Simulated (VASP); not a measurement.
# MgO (P6_3mc) in VASP: further runs

The runs below take MgO through single point, with LDA.

All numbers are computed with VASP 6.6.1; they aren't measurements. Logs are shortened: lines on timing, memory, paths and dates and some standing lists are left out, and cuts for length are marked.

**1. The cell of the first run**

Symmetry: P6_3mc, No. 186, hexagonal system. The conventional cell has a = 3.401 Å, b = 3.401 Å, c = 4.713 Å, α = 90.00°, β = 90.00°, γ = 120.00°. Within 2.5 Å of Mg (site symmetry 3m) lie 4 O at 1.89 to 2.02 Å. O (site symmetry 3m) has 4 Mg at 1.89 to 2.02 Å within 2.5 Å.

**2. Single point, LDA**

The input, INCAR:

```
PREC = Accurate
ENCUT = 520
EDIFF = 1E-7
ISMEAR = 0
SIGMA = 0.05
LREAL = False
LASPH = True
NELM = 80
ALGO = Normal
ISIF = 2
LWAVE = False
LCHARG = False
NBANDS = 16
```

The input, KPOINTS:

```
Automatic mesh
0
Gamma
  9 9 6
```

The input, POSCAR:

```
MgO
1.0
    3.4010127377      0.0000000000      0.0000000000
   -1.7005063689      2.9453634294      0.0000000000
    0.0000000000      0.0000000000      4.7134523992
Mg O
2 2
Direct
    0.3333333333      0.6666666667      0.0021597400
    0.6666666667      0.3333333333      0.5021597400
    0.3333333333      0.6666666667      0.4024402600
    0.6666666667      0.3333333333      0.9024402600
```

Potentials or basis: VASP PAW LDA potentials, release 64 (Mg, O).

Run with:

```
$ cat potpaw_LDA.64/Mg/POTCAR potpaw_LDA.64/O/POTCAR > POTCAR
$ mpirun -np 1 vasp_std > vasp.out
```

OUTCAR:

```text
PREC = Accurate
   ENCUT = 520
   EDIFF = 1E-7
   ISMEAR = 0
   LREAL = False
   LASPH = True
   NELM = 80
   ISIF = 2

 ion  position               nearest neighbor table
   1  0.333  0.667  0.002-   3 1.89   4 2.02   4 2.02   4 2.02   2 3.07   2 3.07   2 3.07   2 3.07
                             2 3.07   2 3.07
   2  0.667  0.333  0.502-   4 1.89   3 2.02   3 2.02   3 2.02   1 3.07   1 3.07   1 3.07   1 3.07
                             1 3.07   1 3.07
   3  0.333  0.667  0.402-   1 1.89   2 2.02   2 2.02   2 2.02
   4  0.667  0.333  0.902-   2 1.89   1 2.02   1 2.02   1 2.02

  LATTYP: Found a hexagonal cell.
 ALAT       =     3.4010127377
 C/A-ratio  =     1.3858967204

  Lattice vectors:

 A1 = (   3.4010127377,   0.0000000000,   0.0000000000)
 A2 = (  -1.7005063689,   2.9453634294,   0.0000000000)
 A3 = (   0.0000000000,   0.0000000000,   4.7134523992)

Analysis of symmetry for initial positions (statically):
=====================================================================
 Subroutine PRICEL returns:
 Original cell was already a primitive cell.

 Routine SETGRP: Setting up the symmetry group for a
 hexagonal supercell.

 Subroutine GETGRP returns: Found 12 space group operations
 (whereof  6 operations were pure point group operations)
 out of a pool of 24 trial point group operations.

The static configuration has the point symmetry C_3v.
 The point group associated with its full space group is C_6v.

Analysis of symmetry for dynamics (positions and initial velocities):
=====================================================================
 Subroutine PRICEL returns:
 Original cell was already a primitive cell.

 Routine SETGRP: Setting up the symmetry group for a
 hexagonal supercell.

 Subroutine GETGRP returns: Found 12 space group operations
 (whereof  6 operations were pure point group operations)
 out of a pool of 24 trial point group operations.

The dynamic configuration has the point symmetry C_3v.
 The point group associated with its full space group is C_6v.

 Subroutine INISYM returns: Found 12 space group operations
 (whereof  6 operations are pure point group operations),
 and found     1 'primitive' translations

----------------------------------------------------------------------------------------

                                     Primitive cell

  volume of cell :      47.2157

  direct lattice vectors                    reciprocal lattice vectors
     3.401012738  0.000000000  0.000000000     0.294030066  0.169758338  0.000000000
    -1.700506369  2.945363429  0.000000000     0.000000000  0.339516676  0.000000000
     0.000000000  0.000000000  4.713452399     0.000000000  0.000000000  0.212158714

  length of vectors
     3.401012738  3.401012738  4.713452399     0.339516676  0.339516676  0.212158714

  position of ions in fractional coordinates (direct lattice)
     0.333333333  0.666666667  0.002159740
     0.666666667  0.333333333  0.502159740
     0.333333333  0.666666667  0.402440260
     0.666666667  0.333333333  0.902440260

  ion indices of the primitive-cell ions
   primitive index   ion index
                 1           1
                 2           2
                 3           3
                 4           4

----------------------------------------------------------------------------------------

 KPOINTS: Automatic mesh

Automatic generation of k-mesh.
 Grid dimensions read from file:
 generate k-points for:    9    9    6

 Generating k-lattice:

  Cartesian coordinates                     Fractional coordinates (reciprocal lattice)
     0.032670007  0.018862038  0.000000000     0.111111111  0.000000000  0.000000000
     0.000000000  0.037724075  0.000000000     0.000000000  0.111111111  0.000000000
     0.000000000  0.000000000  0.035359786     0.000000000  0.000000000  0.166666667

  Length of vectors
     0.037724075  0.037724075  0.035359786

  Shift w.r.t. Gamma in fractional coordinates (k-lattice)
     0.000000000  0.000000000  0.000000000

 Subroutine IBZKPT returns following result:
 ===========================================

 Found     48 irreducible k-points:

 Following reciprocal coordinates:
            Coordinates               Weight
  0.000000  0.000000  0.000000      1.000000
  0.111111 -0.000000  0.000000      6.000000
  0.222222 -0.000000  0.000000      6.000000
  0.333333 -0.000000  0.000000      6.000000
  0.444444 -0.000000  0.000000      6.000000
  0.111111  0.111111  0.000000      6.000000
[... 16 lines left out ...]
  0.333333  0.222222  0.166667     24.000000
  0.333333  0.333333  0.166667      4.000000
 [... further k-points ...]
   k-points           NKPTS =     48   k-points in BZ     NKDIM =     48   number of bands    NBANDS=     16
   number of dos      NEDOS =    301   number of ions     NIONS =      4
   total plane-waves  NPLWV =  28224
   dimension x,y,z NGX =    28 NGY =   28 NGZ =   36
   dimension x,y,z NGXF=    56 NGYF=   56 NGZF=   72
   ions per type =               2   2
   NGX,Y,Z   is equivalent  to a cutoff of  13.69, 13.69, 12.70 a.u.
   NGXF,Y,Z  is equivalent  to a cutoff of  27.37, 27.37, 25.39 a.u.
 SYSTEM =  unknown system
   PREC   = accura    normal or accurate (medium, high low for compatibility)
   ISTART =      0    job   : 0-new  1-cont  2-samecut
   ICHARG =      2    charge: 1-file 2-atom 10-const
   ISPIN  =      1    spin polarized calculation?
   LNONCOLLINEAR =      F non collinear calculations
   LSORBIT =      F    spin-orbit coupling
   LASPH  =      T    aspherical Exc in radial PAW
   ENCUT  =  520.0 eV  38.22 Ry    6.18 a.u.   6.32  6.32  8.76*2*pi/ulx,y,z
   NELM   =     80;   NELMIN=  2; NELMDL= -5     # of ELM steps
   EDIFF  = 0.1E-06   stopping-criterion for ELM
   LREAL  =      F    real-space projection
   EDIFFG = 0.1E-05   stopping-criterion for IOM
   NSW    =      0    number of steps for IOM
   IBRION =     -1    ionic relax: 0-MD 1-quasi-New 2-CG
   NFREE  =      0    steps in history (QN), initial steepest desc. (CG)
   ISIF   =      2    stress and relaxation
   ISYM   =      2    0-nonsym 1-usesym 2-fastsym
   POTIM  = 0.5000    time-step for ionic-motion
   TEBEG  =    0.0;   TEEND  =   0.0 temperature during run
   PSTRESS=    0.0 pullay stress
   NELECT =      16.0000    total number of electrons
   NUPDOWN=      -1.0000    fix difference up-down
   EMIN   =  10.00;   EMAX   =-10.00  energy-range for DOS
   EFERMI =   0.00;   METHOD = LEGACY
   ISMEAR =     0;   SIGMA  =   0.05  broadening in eV -4-tet -1-fermi 0-gaus
   EFERMI_NEDOS =   21; number of points for ismear=-14 and -15
   IALGO  =     38    algorithm
   IMIX   =      4    mixing-type and parameters
     AMIX     =   0.40;   BMIX     =  1.00
     AMIX_MAG =   1.60;   BMIX_MAG =  1.00
  volume/ion in A,a.u.               =      11.80        79.66
  Fermi-wavevector in a.u.,A,eV,Ry     =   1.141351  2.156842 17.724080  1.302683
  Thomas-Fermi vector in A             =   2.278052
   LORBIT       =      0    0 simple, 1 ext, 2 COOP (PROOUT), +10 PAW based schemes
   GGA     = CA    functional components
   LHFCALC =     F    Hartree Fock is set to
   AEXX    =    0.0000 exact exchange contribution
   IVDW    =     0    specifies the selected vdW correction
   LEPSILON=     F    determine dielectric tensor
   LRPA    =     F    only Hartree local field effects (RPA)
 non-spin polarized calculation
 Gauss-broadening in eV      SIGMA  =   0.05
  energy-cutoff  :      520.00
  volume of cell :       47.22
 maximum number of plane-waves:      1290
 NGX is ok and might be reduce to    28

 number of electron      16.0000005 magnetization

 Free energy of the ion-electron system (eV)
  ---------------------------------------------------
  ext. energy  EPLUGINS =         0.00000000
  ---------------------------------------------------
  free energy    TOTEN  =       -26.08425898 eV

  energy without entropy =      -26.08425898  energy(sigma->0) =      -26.08425898

 E-fermi :   1.1929     XC(G=0): -10.2654

 val. band max:        0.9224794585   @ k =   0.0000   0.0000   0.0000
 cond. band min:       4.1671362536   @ k =   0.0000   0.0000   0.0000
 fundamental gap:      3.2446567951
 Fermi energy:         1.1928618673

 k-point     1 :       0.0000    0.0000    0.0000
  band No.  band energies     occupation
      1     -15.1614      2.00000
      2     -14.1570      2.00000
      3      -2.3732      2.00000
      4      -0.1207      2.00000
      5      -0.1207      2.00000
      6       0.3735      2.00000
[... 8 lines left out ...]
     15      16.5001      0.00000
     16      16.6649      0.00000

 k-point     2 :       0.1111   -0.0000    0.0000
  band No.  band energies     occupation
      1     -15.1013      2.00000
      2     -14.1479      2.00000
      3      -2.2651      2.00000
      4      -0.3882      2.00000
      5      -0.2090      2.00000
      6       0.0145      2.00000
[... 8 lines left out ...]
     15      16.4331      0.00000
     16      16.5372      0.00000

 k-point     3 :       0.2222   -0.0000    0.0000
  band No.  band energies     occupation
      1     -14.9379      2.00000
      2     -14.1326      2.00000
      3      -1.9618      2.00000
      4      -1.1155      2.00000
      5      -0.5028      2.00000
      6      -0.3945      2.00000
[... 8 lines left out ...]
     15      15.5841      0.00000
     16      15.5843      0.00000

 k-point     4 :       0.3333   -0.0000    0.0000
  band No.  band energies     occupation
      1     -14.7216      2.00000
      2     -14.1399      2.00000
      3      -1.8612      2.00000
      4      -1.4924      2.00000
      5      -0.9212      2.00000
      6      -0.5712      2.00000
[... 8 lines left out ...]
     15      15.1184      0.00000
     16      15.5414      0.00000
[... 324 lines left out ...]
 k-point    22 :       0.2222    0.2222    0.1667
  band No.  band energies     occupation
      1     -14.5779      2.00000
      2     -14.1836      2.00000
      3      -1.8816      2.00000
      4      -1.7686      2.00000
      5      -0.7696      2.00000
      6      -0.6131      2.00000
[... 8 lines left out ...]
     15      14.5342      0.00000
     16      16.5733      0.00000

 k-point    23 :       0.3333    0.2222    0.1667
  band No.  band energies     occupation
      1     -14.4228      2.00000
      2     -14.2280      2.00000
      3      -2.1076      2.00000
      4      -1.5613      2.00000
      5      -1.1835      2.00000
      6      -0.3574      2.00000
[... 8 lines left out ...]
     15      14.3127      0.00000
     16      16.5805      0.00000

 k-point    24 :       0.3333    0.3333    0.1667
  band No.  band energies     occupation
      1     -14.3062      2.00000
      2     -14.3062      2.00000
      3      -1.9881      2.00000
      4      -1.4776      2.00000
      5      -1.4776      2.00000
      6      -0.4056      2.00000
[... 8 lines left out ...]
     15      14.2180      0.00000
     16      17.3139      0.00000

 [... further k-points ...]
[... 5 lines left out ...]
  --------------------------------------------------------------------------------------
  -------------------------------------------------------------------------------------
  Total       -3.2362850     -3.2362850      1.8682473      0.0000000      0.0000000      0.0000000
  in kB     -109.8173774   -109.8173774     63.3955349      0.0000000      0.0000000      0.0000000
  external PRESSURE =     -52.0797399 kB  Pullay stress =       0.0000000 kB

 VOLUME and BASIS-vectors are now :
 -----------------------------------------------------------------------------
  energy-cutoff  :      520.00
  volume of cell :       47.22
      direct lattice vectors                 reciprocal lattice vectors
     3.401012738  0.000000000  0.000000000     0.294030066  0.169758338  0.000000000
    -1.700506369  2.945363429  0.000000000     0.000000000  0.339516676  0.000000000
     0.000000000  0.000000000  4.713452399     0.000000000  0.000000000  0.212158714

 POSITION                                       TOTAL-FORCE (eV/Angst)
 -----------------------------------------------------------------------------------
     -0.00000      1.96358      0.01018        -0.000000     -0.000000     -1.006096
      1.70051      0.98179      2.36691        -0.000000     -0.000000     -1.006096
     -0.00000      1.96358      1.89688         0.000000     -0.000000      1.006096
      1.70051      0.98179      4.25361         0.000000      0.000000      1.006096
 -----------------------------------------------------------------------------------
    total drift:                               -0.000000      0.000000      0.000583

  FREE ENERGIE OF THE ION-ELECTRON SYSTEM (eV)
  ---------------------------------------------------
  free  energy   TOTEN  =       -26.0842589796 eV

  energy  without entropy=      -26.0842589796  energy(sigma->0) =      -26.08425898
```

It took 39 s on 1 thread of Intel Xeon 8259CL, shared host; peak memory 0.17 GiB.

Results:

| Quantity | Value |
| --- | --- |
| Free energy | -26.0843 eV |
| Pressure | -5.2 GPa |
| Largest force | 1.006 eV/Å |
| Band gap on the k mesh | 3.24 eV, direct |

Forces on the atoms (eV/Å):
```
Mg   0.000  0.000 -1.006
Mg   0.000  0.000 -1.006
O    0.000  0.000  1.006
O    0.000  0.000  1.006
```

Stress tensor (GPa, compression positive):
```
-10.98   0.00   0.00
  0.00 -10.98   0.00
  0.00   0.00   6.34
```

Caveat: forces of over 1 eV/Å act on the atoms, so gaps and moduli don't describe the material at rest. A k mesh can miss the band edges.

**3. Single point, LDA**

This run uses another cell than the first one, of the same volume but with other edges.

The input, INCAR:

```
SYSTEM = MgO
PREC = Accurate ; ENCUT = 520
EDIFF = 1E-7 ; ISMEAR = 0
SIGMA = 0.05 ; LREAL = .False.
LASPH = .True. ; NELM = 100
ALGO = Normal ; ISIF = 2
LWAVE = .False. ; LCHARG = .True.
LELF = .True. ; LVHAR = .True.
NBANDS = 16
```

The input, KPOINTS:

```
regular mesh
0
Gamma
  9 9 6
  0 0 0
```

The input, POSCAR:

```
MgO
1.0
    3.2043501923      0.0000000000      0.0000000000
   -1.6021750962      2.7750486692      0.0000000000
    0.0000000000      0.0000000000      5.3097698531
Mg O
2 2
Direct
    0.3333333333      0.6666666667      0.0021597400
    0.6666666667      0.3333333333      0.5021597400
    0.3333333333      0.6666666667      0.4024402600
    0.6666666667      0.3333333333      0.9024402600
```

Potentials or basis: VASP PAW LDA potentials, release 64 (Mg, O).

Run with:

```
$ cat potpaw_LDA.64/Mg/POTCAR potpaw_LDA.64/O/POTCAR > POTCAR
$ mpirun -np 1 vasp_std > vasp.out
```

OUTCAR:

```text
SYSTEM = MgO
   PREC = Accurate
   ENCUT = 520
   EDIFF = 1E-7
   ISMEAR = 0
   LREAL = .False.
   LASPH = .True.
   NELM = 100
   ISIF = 2

 ion  position               nearest neighbor table
   1  0.333  0.667  0.002-   4 1.92   4 1.92   4 1.92   3 2.13   2 3.24   2 3.24   2 3.24   2 3.24
                             2 3.24   2 3.24
   2  0.667  0.333  0.502-   3 1.92   3 1.92   3 1.92   4 2.13   1 3.24   1 3.24   1 3.24   1 3.24
                             1 3.24   1 3.24
   3  0.333  0.667  0.402-   2 1.92   2 1.92   2 1.92   1 2.13
   4  0.667  0.333  0.902-   1 1.92   1 1.92   1 1.92   2 2.13

[... 661 lines left out ...]
  -------------------------------------------------------------------------------------
  Total        0.8251191      0.8251191     -3.9035356     -0.0000000     -0.0000000      0.0000000
  in kB       27.9988986     27.9988986   -132.4593007     -0.0000000     -0.0000000      0.0000000
  external PRESSURE =     -25.4871679 kB  Pullay stress =       0.0000000 kB

 VOLUME and BASIS-vectors are now :
 -----------------------------------------------------------------------------
  energy-cutoff  :      520.00
  volume of cell :       47.22
      direct lattice vectors                 reciprocal lattice vectors
     3.204350192  0.000000000  0.000000000     0.312075753  0.180177020  0.000000000
    -1.602175096  2.775048669  0.000000000     0.000000000  0.360354040  0.000000000
     0.000000000  0.000000000  5.309769853     0.000000000  0.000000000  0.188332080

 POSITION                                       TOTAL-FORCE (eV/Angst)
 -----------------------------------------------------------------------------------
     -0.00000      1.85003      0.01147         0.000000      0.000000      0.722616
      1.60218      0.92502      2.66635         0.000000      0.000000      0.722616
     -0.00000      1.85003      2.13687        -0.000000      0.000000     -0.722616
      1.60218      0.92502      4.79175         0.000000     -0.000000     -0.722616
 -----------------------------------------------------------------------------------
    total drift:                               -0.000000      0.000000      0.000613

  FREE ENERGIE OF THE ION-ELECTRON SYSTEM (eV)
  ---------------------------------------------------
  free  energy   TOTEN  =       -26.0823983808 eV

  energy  without entropy=      -26.0823983808  energy(sigma->0) =      -26.08239838
```

OSZICAR:

```text
N       E                     dE             d eps       ncg     rms          rms(c)
DAV:   1     0.566313029516E+02    0.56631E+02   -0.75184E+03  1536   0.882E+02
DAV:   2    -0.264512285090E+02   -0.83083E+02   -0.77380E+02  2016   0.194E+02
DAV:   3    -0.304759453701E+02   -0.40247E+01   -0.40171E+01  1904   0.442E+01
DAV:   4    -0.304925955281E+02   -0.16650E-01   -0.16650E-01  1896   0.335E+00
DAV:   5    -0.304926757708E+02   -0.80243E-04   -0.80243E-04  1872   0.216E-01    0.116E+01
DAV:   6    -0.262787326086E+02    0.42139E+01   -0.12369E+01  1536   0.261E+01    0.397E+00
DAV:   7    -0.261513608189E+02    0.12737E+00   -0.22781E-01  1544   0.367E+00    0.215E+00
DAV:   8    -0.260848523534E+02    0.66508E-01   -0.12111E-01  1616   0.339E+00    0.493E-01
DAV:   9    -0.260823820235E+02    0.24703E-02   -0.37466E-03  1920   0.521E-01    0.165E-01
DAV:  10    -0.260824017842E+02   -0.19761E-04   -0.39886E-04  1608   0.167E-01    0.149E-02
DAV:  11    -0.260823981490E+02    0.36352E-05   -0.76407E-06  1888   0.232E-02    0.693E-03
DAV:  12    -0.260823985228E+02   -0.37375E-06   -0.19251E-06  1648   0.116E-02    0.432E-03
DAV:  13    -0.260823984102E+02    0.11257E-06   -0.19907E-07  1456   0.411E-03    0.188E-03
DAV:  14    -0.260823983808E+02    0.29390E-07   -0.24202E-08   816   0.153E-03
   1 F= -.26082398E+02 E0= -.26082398E+02  d E =-.660080E-16
```

Wall time 34 s (1 thread of Intel Xeon 8259CL, shared host); peak memory 0.16 GiB.

Results:

| Property | Result |
| --- | --- |
| Free energy | -26.0824 eV |
| Pressure | -2.5 GPa |
| Largest force | 0.723 eV/Å |
| Band gap on the k mesh | 3.52 eV, direct |

Forces on the atoms (eV/Å):
```
Mg   0.000  0.000  0.723
Mg   0.000  0.000  0.723
O    0.000  0.000 -0.723
O    0.000  0.000 -0.723
```

Stress tensor (GPa, compression positive):
```
  2.80   0.00   0.00
  0.00   2.80   0.00
  0.00   0.00 -13.25
```

[end of part 1 of 2]
